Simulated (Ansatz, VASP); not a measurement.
# Two plane-wave programs on BaMgAsF

```xyz
8
Lattice="4.3970 0.0000 0.0000 0.0000 4.3970 0.0000 0.0000 0.0000 9.6099" Properties=species:S:1:pos:R:3 pbc="T T T"
Ba    2.1985    0.0000    1.4806
Ba    0.0000    2.1985    8.1293
As    2.1985    0.0000    6.3410
As    0.0000    2.1985    3.2689
Mg    2.1985    2.1985    4.8049
Mg    0.0000    0.0000    4.8049
F     2.1985    2.1985    0.0000
F     0.0000    0.0000    0.0000
```

Alike in both runs: functional r2SCAN; k mesh 6 × 6 × 4; occupations gaussian, width 0.02 eV; no spin polarisation.

Ansatz relaxed the structure, and its values are those at the end. VASP's run is a single point on that final structure, the one shown.

|  | VASP | Ansatz |
| --- | --- | --- |
| version | VASP 6.6.1 | Ansatz 0.2.0 |
| potentials or method | VASP PAW PBE potentials, release 64 (Ba_sv, As, Mg, F), cutoff 520 eV | scalar-relativistic, plane waves, PAW |
| valence electrons in the cell | 48 | 84 |

```csv
,VASP,Ansatz,Ansatz less VASP
gap on the k mesh at the Fermi level (eV),1.93,1.96,+0.022
least direct gap on the mesh (eV),1.93,1.96,+0.022
pressure (GPa),0.4,0.0,-0.44
rms of the force components (eV/Å),0.038,0.001,-0.0371
```

VASP's potentials were made for PBE, not for r2SCAN. VASP's potentials hold 48 valence electrons a cell and Ansatz's 84, so a difference there can come from the potentials and not from the codes.

Spin-orbit coupling is off throughout.
